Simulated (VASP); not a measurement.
# AlIn2N3 (Cmc2_1) in VASP: further runs

AlIn2N3 is run at these levels: PBE; tasks: single point.

All numbers are computed with VASP 6.6.1; they aren't measurements. Logs are shortened: lines on timing, memory, paths and dates and some standing lists are left out, and cuts for length are marked.

### 1 The cell of the first run

It takes space group Cmc2_1 (No. 36, orthorhombic). Conventional cell: a = 10.291 Å, b = 5.923 Å, c = 5.500 Å, α = 90.00°, β = 90.00°, γ = 90.00°. Al (site symmetry m) has 4 N at 1.91 to 1.92 Å within 2.5 Å. Within 2.9 Å of In (site symmetry 1) lie 4 N at 2.18 to 2.19 Å. Within 2.5 Å of N (site symmetry 1) lie 1 Al at 1.91 Å and 3 In at 2.18 to 2.19 Å. Within 2.5 Å of N (site symmetry m) lie 2 Al at 1.91 to 1.92 Å and 2 In at 2.19 Å.

### 2 Single point, PBE

The input, INCAR:

```
  PREC = Accurate
  ENCUT = 520
  EDIFF = 1E-7
  ISMEAR = 0
  SIGMA = 0.02
  LREAL = F
  LASPH = T
  NELM = 100
  ALGO = Normal
  ISIF = 2
  LWAVE = F
  LCHARG = F
  GGA = PE
  NBANDS = 56
```

The input, KPOINTS:

```
regular mesh
0
Gamma
  6 6 6
```

The input, POSCAR:

```
AlIn2N3
1.0
    5.1453312768     -2.9613842700      0.0000000000
    5.1453312768      2.9613842700      0.0000000000
    0.0000000000      0.0000000000      5.5002130734
Al In N
2 4 6
Direct
    0.3411420366      0.6588579634      0.9892213410
    0.6588579634      0.3411420366      0.4892213410
    0.9883762923      0.3354135965      0.9872496679
    0.6645864035      0.0116237077      0.9872496679
    0.0116237077      0.6645864035      0.4872496679
    0.3354135965      0.9883762923      0.4872496679
    0.9692138027      0.3329317555      0.3853874212
    0.6670682445      0.0307861973      0.3853874212
    0.0307861973      0.6670682445      0.8853874212
    0.3329317555      0.9692138027      0.8853874212
    0.3682931191      0.6317068809      0.3375044807
    0.6317068809      0.3682931191      0.8375044807
```

Potentials or basis: VASP PAW PBE potentials, release 64 (Al, In_d, N).

Run with:

```
cat potpaw_PBE.64/Al/POTCAR potpaw_PBE.64/In_d/POTCAR potpaw_PBE.64/N/POTCAR > POTCAR
mpirun -np 1 vasp_std > vasp.out
```

OUTCAR:

```text
PREC = Accurate
   ENCUT = 520
   EDIFF = 1E-7
   ISMEAR = 0
   LREAL = F
   LASPH = T
   NELM = 100
   ISIF = 2
   GGA = PE

 ion  position               nearest neighbor table
   1  0.341  0.659  0.989-   9 1.91  10 1.91  12 1.91  11 1.92   3 3.32   4 3.32   2 3.33   2 3.33
                             5 3.36   6 3.36   6 3.37   5 3.37   3 3.47   4 3.47   4 3.48   3 3.48
   2  0.659  0.341  0.489-   7 1.91   8 1.91  11 1.91  12 1.92   6 3.32   5 3.32   1 3.33   1 3.33
                             3 3.36   4 3.36   4 3.37   3 3.37   5 3.47   6 3.47   6 3.48   5 3.48
   3  0.988  0.335  0.987-   9 2.18  10 2.18  12 2.19   7 2.19   1 3.32   4 3.33   2 3.36   2 3.37
                             5 3.42   5 3.42   6 3.43   6 3.43   4 3.47   4 3.47   1 3.47   1 3.48
   4  0.665  0.012  0.987-  10 2.18   9 2.18  12 2.19   8 2.19   1 3.32   3 3.33   2 3.36   2 3.37
                             6 3.42   6 3.42   5 3.43   5 3.43   3 3.47   3 3.47   1 3.47   1 3.48
   5  0.012  0.665  0.487-   7 2.18   8 2.18  11 2.19   9 2.19   2 3.32   6 3.33   1 3.36   1 3.37
                             3 3.42   3 3.42   4 3.43   4 3.43   6 3.47   6 3.47   2 3.47   2 3.48
   6  0.335  0.988  0.487-   8 2.18   7 2.18  11 2.19  10 2.19   2 3.32   5 3.33   1 3.36   1 3.37
                             4 3.42   4 3.42   3 3.43   3 3.43   5 3.47   5 3.47   2 3.47   2 3.48
   7  0.969  0.333  0.385-   2 1.91   5 2.18   6 2.18   3 2.19
   8  0.667  0.031  0.385-   2 1.91   6 2.18   5 2.18   4 2.19
   9  0.031  0.667  0.885-   1 1.91   3 2.18   4 2.18   5 2.19
  10  0.333  0.969  0.885-   1 1.91   4 2.18   3 2.18   6 2.19
  11  0.368  0.632  0.338-   2 1.91   1 1.92   5 2.19   6 2.19
  12  0.632  0.368  0.838-   1 1.91   2 1.92   3 2.19   4 2.19

  LATTYP: Found a base centered orthorhombic cell.
 ALAT       =     5.9227685400
 B/A-ratio  =     1.7374750480
 C/A-ratio  =     0.9286557522

  Lattice vectors:

 A1 = (  -5.1453312768,  -2.9613842700,   0.0000000000)
 A2 = (   5.1453312768,  -2.9613842700,   0.0000000000)
 A3 = (   0.0000000000,   0.0000000000,   5.5002130734)

Analysis of symmetry for initial positions (statically):
=====================================================================
 Subroutine PRICEL returns:
 Original cell was already a primitive cell.

 Routine SETGRP: Setting up the symmetry group for a
 base centered orthorhombic supercell.

 Subroutine GETGRP returns: Found  4 space group operations
 (whereof  2 operations were pure point group operations)
 out of a pool of  8 trial point group operations.

The static configuration has the point symmetry C_1h.
 The point group associated with its full space group is C_2v.

Analysis of symmetry for dynamics (positions and initial velocities):
=====================================================================
 Subroutine PRICEL returns:
 Original cell was already a primitive cell.

 Routine SETGRP: Setting up the symmetry group for a
 base centered orthorhombic supercell.

 Subroutine GETGRP returns: Found  4 space group operations
 (whereof  2 operations were pure point group operations)
 out of a pool of  8 trial point group operations.

The dynamic configuration has the point symmetry C_1h.
 The point group associated with its full space group is C_2v.

 Subroutine INISYM returns: Found  4 space group operations
 (whereof  2 operations are pure point group operations),
 and found     1 'primitive' translations

----------------------------------------------------------------------------------------

                                     Primitive cell

  volume of cell :     167.6168

  direct lattice vectors                    reciprocal lattice vectors
     5.145331277 -2.961384270  0.000000000     0.097175473 -0.168839959  0.000000000
     5.145331277  2.961384270  0.000000000     0.097175473  0.168839959  0.000000000
     0.000000000  0.000000000  5.500213073     0.000000000  0.000000000  0.181811138

  length of vectors
     5.936685165  5.936685165  5.500213073     0.194807609  0.194807609  0.181811138

  position of ions in fractional coordinates (direct lattice)
     0.341142037  0.658857963  0.989221341
     0.658857963  0.341142037  0.489221341
[... 31 lines left out ...]
 Grid dimensions read from file:
 generate k-points for:    6    6    6

 Generating k-lattice:

  Cartesian coordinates                     Fractional coordinates (reciprocal lattice)
     0.016195912 -0.028139993  0.000000000     0.166666667 -0.000000000  0.000000000
     0.016195912  0.028139993  0.000000000    -0.000000000  0.166666667  0.000000000
     0.000000000  0.000000000  0.030301856     0.000000000  0.000000000  0.166666667

  Length of vectors
     0.032467935  0.032467935  0.030301856

  Shift w.r.t. Gamma in fractional coordinates (k-lattice)
     0.000000000  0.000000000  0.000000000

 Subroutine IBZKPT returns following result:
 ===========================================

 Found     52 irreducible k-points:

[... 25 lines left out ...]
   LNONCOLLINEAR =      F non collinear calculations
   LSORBIT =      F    spin-orbit coupling
   LASPH  =      T    aspherical Exc in radial PAW
   ENCUT  =  520.0 eV  38.22 Ry    6.18 a.u.  11.04 11.04 10.23*2*pi/ulx,y,z
   NELM   =    100;   NELMIN=  2; NELMDL= -5     # of ELM steps
   EDIFF  = 0.1E-06   stopping-criterion for ELM
   LREAL  =      F    real-space projection
   EDIFFG = 0.1E-05   stopping-criterion for IOM
   NSW    =      0    number of steps for IOM
   IBRION =     -1    ionic relax: 0-MD 1-quasi-New 2-CG
   NFREE  =      0    steps in history (QN), initial steepest desc. (CG)
   ISIF   =      2    stress and relaxation
   ISYM   =      2    0-nonsym 1-usesym 2-fastsym
   POTIM  = 0.5000    time-step for ionic-motion
   TEBEG  =    0.0;   TEEND  =   0.0 temperature during run
   PSTRESS=    0.0 pullay stress
   NELECT =      88.0000    total number of electrons
   NUPDOWN=      -1.0000    fix difference up-down
   EMIN   =  10.00;   EMAX   =-10.00  energy-range for DOS
   EFERMI =   0.00;   METHOD = LEGACY
   ISMEAR =     0;   SIGMA  =   0.02  broadening in eV -4-tet -1-fermi 0-gaus
   EFERMI_NEDOS =   21; number of points for ismear=-14 and -15
   IALGO  =     38    algorithm
   IMIX   =      4    mixing-type and parameters
     AMIX     =   0.40;   BMIX     =  1.00
     AMIX_MAG =   1.60;   BMIX_MAG =  1.00
  volume/ion in A,a.u.               =      13.97        94.26
  Fermi-wavevector in a.u.,A,eV,Ry     =   1.320677  2.495717 23.731104  1.744187
  Thomas-Fermi vector in A             =   2.450486
   LORBIT       =      0    0 simple, 1 ext, 2 COOP (PROOUT), +10 PAW based schemes
   GGA     = PE    functional components
   LHFCALC =     F    Hartree Fock is set to
   AEXX    =    0.0000 exact exchange contribution
   IVDW    =     0    specifies the selected vdW correction
   LEPSILON=     F    determine dielectric tensor
   LRPA    =     F    only Hartree local field effects (RPA)
 non-spin polarized calculation
 Gauss-broadening in eV      SIGMA  =   0.02
  energy-cutoff  :      520.00
  volume of cell :      167.62
 maximum number of plane-waves:      4547
 NGX is ok and might be reduce to    48
   NGX = 23   NGY = 23   NGZ = 21

 number of electron      88.0000022 magnetization

 Free energy of the ion-electron system (eV)
  ---------------------------------------------------
  ext. energy  EPLUGINS =         0.00000000
  ---------------------------------------------------
  free energy    TOTEN  =       -72.41269471 eV

  energy without entropy =      -72.41269471  energy(sigma->0) =      -72.41269471

 E-fermi :   6.2480     XC(G=0): -10.7390

 val. band max:        6.1299630611   @ k =   0.0000   0.0000   0.0000
 cond. band min:       7.0117223452   @ k =   0.0000   0.0000   0.0000
 fundamental gap:      0.8817592841
 Fermi energy:         6.2479660837

 k-point     1 :       0.0000    0.0000    0.0000
  band No.  band energies     occupation
      1      -8.3517      2.00000
      2      -8.3027      2.00000
      3      -8.1186      2.00000
      4      -8.1109      2.00000
      5      -7.9486      2.00000
      6      -7.7833      2.00000
[... 1405 lines left out ...]
     55      14.3623      0.00000
     56      14.6792      0.00000

 [... further k-points ...]

------------------------ aborting loop because EDIFF is reached ----------------------------------------

  FORCE on cell =-STRESS in cart. coord.  units (eV):
  Direction    XX          YY          ZZ          XY          YZ          ZX
  --------------------------------------------------------------------------------------
  -------------------------------------------------------------------------------------
  Total        0.0788376      0.0857770      0.0684823      0.0000000      0.0000000      0.0000000
  in kB        0.7535745      0.8199051      0.6545925      0.0000000      0.0000000      0.0000000
  external PRESSURE =       0.7426907 kB  Pullay stress =       0.0000000 kB

 VOLUME and BASIS-vectors are now :
 -----------------------------------------------------------------------------
  energy-cutoff  :      520.00
  volume of cell :      167.62
      direct lattice vectors                 reciprocal lattice vectors
     5.145331277 -2.961384270  0.000000000     0.097175473 -0.168839959  0.000000000
     5.145331277  2.961384270  0.000000000     0.097175473  0.168839959  0.000000000
     0.000000000  0.000000000  5.500213073     0.000000000  0.000000000  0.181811138

 POSITION                                       TOTAL-FORCE (eV/Angst)
 -----------------------------------------------------------------------------------
      5.14533      0.94088      5.44093         0.000000      0.000553     -0.002356
      5.14533     -0.94088      2.69082         0.000000     -0.000553     -0.002356
      6.81134     -1.93367      5.43008        -0.000139     -0.000051     -0.001071
      3.47933     -1.93367      5.43008         0.000139     -0.000051     -0.001071
      3.47933      1.93367      2.67998         0.000139      0.000051     -0.001071
      6.81134      1.93367      2.67998        -0.000139      0.000051     -0.001071
      6.69997     -1.88428      2.11971        -0.028057      0.017149      0.011634
      3.59069     -1.88428      2.11971         0.028057      0.017149      0.011634
      3.59069      1.88428      4.86982         0.028057     -0.017149      0.011634
      6.69997      1.88428      4.86982        -0.028057     -0.017149      0.011634
      5.14533      0.78007      1.85635         0.000000     -0.026941     -0.018768
      5.14533     -0.78007      4.60645         0.000000      0.026941     -0.018768
 -----------------------------------------------------------------------------------
    total drift:                               -0.000000      0.000000      0.001986

  FREE ENERGIE OF THE ION-ELECTRON SYSTEM (eV)
  ---------------------------------------------------
  free  energy   TOTEN  =       -72.4126947076 eV

  energy  without entropy=      -72.4126947076  energy(sigma->0) =      -72.41269471
```

It took 14 min on 1 thread of Intel Xeon Platinum 8259CL at 2.50GHz (Skylake/Cascade Lake), shared host; peak memory 0.55 GiB.

What came out:

* Free energy: -72.4127 eV
* Pressure: 0.1 GPa
* Largest force: 0.035 eV/Å
* Band gap on the k mesh: 0.88 eV

Forces in eV/Å, atoms in the order of the input:
```
Al   0.000  0.001 -0.002
Al   0.000 -0.001 -0.002
In   0.000  0.000 -0.001
In   0.000  0.000 -0.001
In   0.000  0.000 -0.001
In   0.000  0.000 -0.001
N   -0.028  0.017  0.012
N    0.028  0.017  0.012
N    0.028 -0.017  0.012
N   -0.028 -0.017  0.012
N    0.000 -0.027 -0.019
N    0.000  0.027 -0.019
```

Levels at points of the mesh, in eV from the valence-band top:
```csv
k point,band 40,band 41,band 42,band 43,band 44,band 45,band 46,band 47,band 48,band 49
"(0.00, 0.00, 0.00)",-0.60,-0.59,-0.05,-0.01,0.00,0.88,3.43,4.97,5.33,5.91
"(0.50, 0.00, 0.00)",-0.84,-0.74,-0.64,-0.60,-0.41,3.53,3.58,4.64,4.82,5.54
"(0.50, 0.50, 0.00)",-0.95,-0.76,-0.72,-0.48,-0.37,3.52,3.62,4.22,5.23,5.29
"(0.00, 0.00, 0.50)",-0.66,-0.32,-0.32,-0.23,-0.23,3.15,3.15,5.85,5.85,5.93
"(0.50, 0.00, 0.50)",-1.18,-0.96,-0.96,-0.88,-0.88,3.91,3.91,4.44,4.44,5.11
"(0.50, 0.50, 0.50)",-1.20,-1.00,-1.00,-0.71,-0.71,4.00,4.00,4.45,4.45,4.98
```

Caveat: spin-orbit coupling is left out, which moves the levels of the heavy elements.

### 3 Single point, PBE

This run uses another cell than the first one, of 13.87 Å³/atom.

The input, INCAR:

```
ALGO = Normal ; EDIFF = 1E-7
ENCUT = 520 ; GGA = PE
ISIF = 2 ; ISMEAR = 0
LASPH = T ; LCHARG = F
LREAL = F ; LWAVE = F
NBANDS = 56 ; NELM = 80
PREC = Accurate ; SIGMA = 0.02
```

The input, KPOINTS:

```
k-points
0
Gamma
  6 6 6
```

The input, POSCAR:

```
AlIn2N3
1.0
    5.1342541210     -2.9546434311      0.0000000000
    5.1342541210      2.9546434311      0.0000000000
    0.0000000000      0.0000000000      5.4864116521
Al In N
2 4 6
Direct
    0.3410809010      0.6589190990      0.9892189056
    0.6589190990      0.3410809010      0.4892189056
    0.9882470843      0.3354990360      0.9871927035
    0.6645009640      0.0117529157      0.9871927035
    0.0117529157      0.6645009640      0.4871927035
    0.3354990360      0.9882470843      0.4871927035
    0.9692514474      0.3328755651      0.3854603358
    0.6671244349      0.0307485526      0.3854603358
    0.0307485526      0.6671244349      0.8854603358
    0.3328755651      0.9692514474      0.8854603358
    0.3684052965      0.6315947035      0.3374750159
    0.6315947035      0.3684052965      0.8374750159
```

Potentials or basis: VASP PAW PBE potentials, release 64 (Al, In_d, N).

Run with:

```
cat potpaw_PBE.64/Al/POTCAR potpaw_PBE.64/In_d/POTCAR potpaw_PBE.64/N/POTCAR > POTCAR
mpirun -np 1 vasp_std > vasp.out
```

Run time: 23 min. Hardware: 1 thread of Intel Xeon 8259CL, shared host; peak memory 0.55 GiB.

It converged, with:

* Free energy: -72.4078 eV
* Pressure: 1.1 GPa
* Largest force: 0.031 eV/Å
* Band gap on the k mesh: 0.91 eV

Forces on the atoms (eV/Å):
```
Al   0.000 -0.001  0.000
Al   0.000  0.001  0.000
In   0.000  0.000 -0.003
In   0.000  0.000 -0.003
In   0.000  0.000 -0.003
In   0.000  0.000 -0.003
N   -0.024  0.015  0.013
N    0.024  0.015  0.013
N    0.024 -0.015  0.013
N   -0.024 -0.015  0.013
N    0.000 -0.023 -0.020
N    0.000  0.023 -0.020
```

Levels at points of the mesh, in eV from the valence-band top:
| k point | band 42 | band 43 | band 44 | band 45 | band 46 | band 47 |
| --- | --- | --- | --- | --- | --- | --- |
| (0.00, 0.00, 0.00) | -0.05 | -0.01 | 0.00 | 0.91 | 3.47 | 4.99 |
| (0.50, 0.00, 0.00) | -0.64 | -0.61 | -0.41 | 3.56 | 3.62 | 4.68 |
| (0.50, 0.50, 0.00) | -0.72 | -0.49 | -0.37 | 3.55 | 3.65 | 4.25 |
| (0.00, 0.00, 0.50) | -0.33 | -0.23 | -0.23 | 3.18 | 3.18 | 5.90 |
| (0.50, 0.00, 0.50) | -0.96 | -0.88 | -0.88 | 3.94 | 3.94 | 4.47 |
| (0.50, 0.50, 0.50) | -1.00 | -0.71 | -0.71 | 4.02 | 4.02 | 4.49 |

Caveat: spin-orbit coupling is left out, which moves the levels of the heavy elements.

### 4 Single point, PBE (equal strain along all axes, cell held: +1.5 %, then relaxed in part)

The input, INCAR:

```
SYSTEM = AlIn2N3
  PREC = Accurate
  ENCUT = 520
  EDIFF = 1E-6
  ISMEAR = 0
  SIGMA = 0.02
  LREAL = .False.
  LASPH = .True.
  NELM = 100
  ALGO = Normal
  ISIF = 2
  LWAVE = .False.
  LCHARG = .False.
  GGA = PE
  NBANDS = 56
```

The input, KPOINTS:

```
regular mesh
0
Gamma
  6 6 6
  0 0 0
```

The input, POSCAR:

```
AlIn2N3
1.0
    5.2225112460     -3.0058050340      0.0000000000
    5.2225112460      3.0058050340      0.0000000000
    0.0000000000      0.0000000000      5.5827162695
Al In N
2 4 6
Direct
    0.3414740613      0.6585259387      0.9890937289
    0.6585259387      0.3414740613      0.4890937289
    0.9891025562      0.3349460575      0.9875326989
    0.6650539425      0.0108974438      0.9875326989
    0.0108974438      0.6650539425      0.4875326989
    0.3349460575      0.9891025562      0.4875326989
    0.9686345183      0.3333515326      0.3850025787
    0.6666484674      0.0313654817      0.3850025787
    0.0313654817      0.6666484674      0.8850025787
    0.3333515326      0.9686345183      0.8850025787
    0.3678168357      0.6321831643      0.3378357157
    0.6321831643      0.3678168357      0.8378357157
```

Run with:

```
cat potpaw_PBE.64/Al/POTCAR potpaw_PBE.64/In_d/POTCAR potpaw_PBE.64/N/POTCAR > POTCAR
mpirun -np 1 vasp_std > vasp.out
```

Run time: 9.8 min. Hardware: 1 thread of Intel Xeon Platinum 8259CL at 2.50GHz (Skylake/Cascade Lake), shared host; peak memory 0.56 GiB.

The run converged. Its results:

```yaml
Free_energy: -72.2756 eV
Pressure: -5.8 GPa
Largest_force: 0.033 eV/Å
Band_gap_on_the_k_mesh: 0.69 eV
```

Forces on the atoms (eV/Å):
```
Al   0.000 -0.001 -0.002
Al   0.000  0.001 -0.002
In   0.000  0.001 -0.003
In   0.000  0.001 -0.003
In   0.000 -0.001 -0.003
In   0.000 -0.001 -0.003
N   -0.026  0.016  0.013
N    0.026  0.016  0.013
N    0.026 -0.016  0.013
N   -0.026 -0.016  0.013
N    0.000 -0.026 -0.018
N    0.000  0.026 -0.018
```

Stress tensor (GPa, compression positive):
```
-5.88  0.00  0.00
 0.00 -5.82  0.00
 0.00  0.00 -5.61
```

Levels at points of the mesh, in eV from the valence-band top:
```tsv
k point	band 41	band 42	band 43	band 44	band 45	band 46	band 47	band 48
(0.00, 0.00, 0.00)	-0.56	-0.04	-0.01	0.00	0.69	3.20	4.90	5.28
(0.50, 0.00, 0.00)	-0.68	-0.60	-0.56	-0.39	3.32	3.38	4.41	4.61
(0.50, 0.50, 0.00)	-0.72	-0.67	-0.45	-0.34	3.32	3.41	3.98	4.99
(0.00, 0.00, 0.50)	-0.31	-0.31	-0.22	-0.22	2.94	2.94	5.55	5.55
(0.50, 0.00, 0.50)	-0.91	-0.91	-0.82	-0.82	3.74	3.74	4.26	4.26
(0.50, 0.50, 0.50)	-0.95	-0.95	-0.67	-0.67	3.85	3.85	4.23	4.23
```

Caveat: the cell differs from its parent crystal (equal strain along all axes, cell held: +1.5 %, then relaxed in part); the cell stands under tension; semilocal functionals underestimate gaps, and a narrow one can read as zero; spin-orbit coupling is left out, which moves the levels of the heavy elements.

### 5 The runs side by side

| cell | gap on the mesh (eV) | pressure (GPa) | largest force (eV/Å) |
| --- | --- | --- | --- |
| a = 5.937, b = 5.937, c = 5.500 Å, angles 90.0, 90.0, 59.8°, 12 atoms, atomic positions A | 0.88 | 0.1 | 0.03 |
| a = 5.924, b = 5.924, c = 5.486 Å, angles 90.0, 90.0, 59.8°, 12 atoms, atomic positions B | 0.91 | 1.1 | 0.03 |
| a = 6.026, b = 6.026, c = 5.583 Å, angles 90.0, 90.0, 59.8°, 12 atoms, atomic positions C | 0.69 | -5.8 | 0.03 |

Alike in all rows: task single point; level PBE; potentials or basis VASP PAW PBE potentials, release 64 (Al, In_d, N); no spin polarisation; k mesh 6 × 6 × 6; cutoff (eV) 520; smearing gaussian 0.02 eV.

Caveats: spin-orbit coupling is left out, which moves the levels of the heavy elements; the cell stands under tension (at least some runs); semilocal functionals underestimate gaps, and a narrow one can read as zero (at least some runs).

Absolute energies hang on the potentials; compare differences alone.
